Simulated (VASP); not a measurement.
Mo3W: single point with PBE

The system is Mo3W.

```
Mo W
1.0
     3.13405    0.00000    0.00000
     0.00000    3.13405    0.00000
     0.00000    0.00000    6.27212
Mo W
3 1
Direct
  0.00000 0.00000 0.75096
  0.50000 0.50000 0.00000
  0.00000 0.00000 0.24904
  0.50000 0.50000 0.50000
```

```
Program                : VASP 6.6.1
Task                   : single point
Functional             : PBE
Potentials or basis    : VASP PAW PBE potentials, release 64 (Mo_sv, W_sv)
Cutoff                 : 520 eV
k mesh                 : 14 × 14 × 8
Occupations            : gaussian, width 0.1 eV
Spin                   : no spin polarisation
Dipole correction      : no
Further INCAR settings : ALGO = Fast; EDIFF = 1e-07; NBANDS = 36
```

```yaml
Pressure: 9.3 GPa
Largest_force: 0.010 eV/Å
Band_gap_on_the_k_mesh: zero (bands 28 and 29 overlap by 2.04 eV)
```

Forces on the atoms (eV/Å):
```
Mo   0.000  0.000  0.010
Mo   0.000  0.000  0.000
Mo   0.000  0.000 -0.010
W    0.000  0.000  0.000
```

Levels at points of the mesh, in eV from the Fermi level:
```
           k point  band 25  band 26  band 27  band 28  band 29  band 30  band 31  band 32
(0.00, 0.00, 0.00)    -1.40    -1.39    -0.70    -0.70    -0.55    -0.55     0.86     1.11
(0.50, 0.00, 0.00)    -0.72    -0.71    -0.57    -0.56     0.85     1.10     1.44     1.44
(0.50, 0.50, 0.00)    -2.72    -2.72     1.44     1.44     1.76     1.81     2.36     2.38
(0.00, 0.00, 0.50)    -1.36    -1.36    -0.84    -0.67     0.03     0.16     1.54     1.54
(0.50, 0.00, 0.50)    -1.78    -1.76    -1.75    -1.60     0.70     0.73     0.96     0.99
(0.50, 0.50, 0.50)    -0.84    -0.84    -0.53    -0.53     2.01     2.04     2.24     2.38
```

Run time: 4.8 min on 1 thread of AMD EPYC 9R14 (Zen 4) (shared host), peak memory 0.39 GiB.

Caveat: the cell stands under pressure; spin-orbit coupling is left out, which moves the levels of the heavy elements.
